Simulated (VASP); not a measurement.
Write the native input for VASP 6.6.1 that does the following.

```
Task                   : single point
Functional             : PBE
Potentials or basis    : VASP PAW PBE potentials, release 64 (Li_sv, Cl)
Cutoff                 : 520 eV
k mesh                 : 8 × 8 × 8
Occupations            : gaussian, width 0.05 eV
Spin                   : no spin polarisation
Dipole correction      : no
Further INCAR settings : ALGO = Normal; EDIFF = 1e-06; NBANDS = 12
```

The structure of LiCl lies in POSCAR:

```
LiCl
1.0
    0.0000000000      2.5006410000      2.5647600000
    2.5006410000      0.0000000000      2.5647600000
    2.5006410000      2.5006410000      0.0000000000
Li Cl
1 1
Direct
    0.0000000000      0.0000000000      0.0000000000
    0.5000000000      0.5000000000      0.5000000000
```

This cell differs from its parent crystal: strain -0.025 along x and y, +0.000 along z.

One way to write it, as run:

INCAR

```
SYSTEM = LiCl
PREC     = Accurate       ! precision mode
ENCUT    = 520            ! plane-wave cutoff, eV
EDIFF    = 1E-6           ! SCF threshold, eV
ISMEAR   = 0              ! smearing method
SIGMA    = 0.05           ! smearing width, eV
LREAL    = .FALSE.        ! projectors in reciprocal space
LASPH    = .TRUE.         ! aspherical terms in the spheres
NELM     = 60             ! most SCF steps
ALGO     = Normal         ! electronic algorithm
ISIF     = 2              ! what is computed and relaxed
LWAVE    = .FALSE.        ! write WAVECAR
LCHARG   = .FALSE.        ! write CHGCAR
GGA      = PE             ! functional
NBANDS   = 12             ! bands
```

KPOINTS

```
Automatic mesh
0
G
  8 8 8
  0 0 0
```

Potentials or basis: VASP PAW PBE potentials, release 64 (Li_sv, Cl).

Run with:

```sh
$ cat potpaw_PBE.64/Li_sv/POTCAR potpaw_PBE.64/Cl/POTCAR > POTCAR
$ mpirun -np 1 vasp_std > vasp.out
```

It gave:

```json
{
  "Band gap on the k mesh": "6.60 eV"
}
```

Caveat: the cell differs from its parent crystal (strain -0.025 along x and y, +0.000 along z).

Run time: 27 s on 1 thread of Intel(R) Xeon(R) Platinum 8259CL CPU @ 2.50GHz (Skylake/Cascade Lake), with other jobs on the host, peak memory 0.16 GiB.
